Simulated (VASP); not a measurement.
Ru: single point with PBE

The system is Ru.

```xyz
3
Lattice="4.3001 0.0000 0.0000 -2.1501 3.7240 0.0000 0.0000 0.0000 2.6594" Properties=species:S:1:pos:R:3 pbc="T T T"
Ru    0.0000    0.0000    0.0000
Ru    0.0000    2.4827    1.3297
Ru    2.1501    1.2413    1.3297
```

- Program: VASP 6.6.1
- Task: single point
- Functional: PBE
- Potentials or basis: VASP PAW PBE potentials, release 64 (Ru_pv)
- Cutoff: 520 eV
- k mesh: 6 × 6 × 6
- Occupations: gaussian, width 0.1 eV
- Spin: no spin polarisation
- Dipole correction: no
- Further INCAR settings: ALGO = Normal; EDIFF = 1e-07; NBANDS = 28

- Pressure: -1.7 GPa
- Band gap on the k mesh: zero (band 21 reaches 13.34 eV, above the bottom of band 22 at 11.05 eV)

Stress tensor (GPa, compression positive):
```
-3.68  0.00  0.00
 0.00 -3.68  0.00
 0.00  0.00  2.24
```

Levels at points of the mesh, in eV from the Fermi level:
| k point | band 17 | band 18 | band 19 | band 20 | band 21 | band 22 | band 23 | band 24 | band 25 | band 26 |
| --- | --- | --- | --- | --- | --- | --- | --- | --- | --- | --- |
| (0.00, 0.00, 0.00) | -2.90 | -2.08 | -2.08 | -1.29 | -1.29 | -1.20 | -1.20 | 1.58 | 1.58 | 9.05 |
| (0.50, 0.00, 0.00) | -2.60 | -2.37 | -1.04 | -0.98 | 0.34 | 0.76 | 0.79 | 0.81 | 1.17 | 1.22 |
| (0.00, 0.00, 0.50) | -2.08 | -2.01 | -2.01 | 0.60 | 0.60 | 1.23 | 1.23 | 2.38 | 3.46 | 4.19 |
| (0.50, 0.00, 0.50) | -1.98 | -1.98 | -0.77 | -0.49 | 0.27 | 0.84 | 1.25 | 2.05 | 3.08 | 4.23 |

It took 17 s on 1 thread of Intel(R) Xeon(R) Platinum 8488C (Sapphire Rapids), with other jobs on the host, peak memory 0.16 GiB.

Caveat: the k points lie up to 0.39 Å⁻¹ apart.
